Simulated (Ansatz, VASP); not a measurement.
GaSb2 in VASP and in Ansatz

```xyz
3
Lattice="3.2326 0.0000 0.0000 -1.6163 2.7995 0.0000 0.0000 0.0000 7.8735" Properties=species:S:1:pos:R:3 pbc="T T T"
Ga    0.0000    0.0000    0.0000
Sb    0.0000    1.8663    5.2134
Sb    1.6163    0.9332    2.6601
```

Change from the starting cell: species swapped into the ZnCu2 type (P-3m1, No. 164).

Alike in both runs: task relaxation of cell and atoms; functional PBE; k mesh 6 × 6 × 2; occupations gaussian, width 0.1 eV; no spin polarisation.

|  | VASP | Ansatz |
| --- | --- | --- |
| version | VASP 6.6.1 | Ansatz 0.2.0 |
| potentials or method | VASP PAW PBE potentials, release 64 (Ga_d, Sb_d_GW), cutoff 500 eV | scalar-relativistic, plane waves, PAW |
| valence electrons in the cell | 43 | 43 |

Ansatz gave:

| Property | Result |
| --- | --- |
| gap on the k mesh at the Fermi level, each at its own relaxed structure (eV) | none |
| relaxed volume (Å³/atom) | 25.69 |
| relaxed length of the cell vector where the two differ most in proportion (Å) | 7.996 |

Task: Estimate VASP's values.

Result: gap on the k mesh at the Fermi level, each at its own relaxed structure (eV): none; relaxed volume (Å³/atom): 25.42; relaxed length of the cell vector where the two differ most in proportion (Å): 8.083.

A gap of «none» marks a metal or a gap that the smearing closes.

The k mesh is coarse, so the values compare programs but aren't converged. Neither program's run includes spin-orbit coupling.
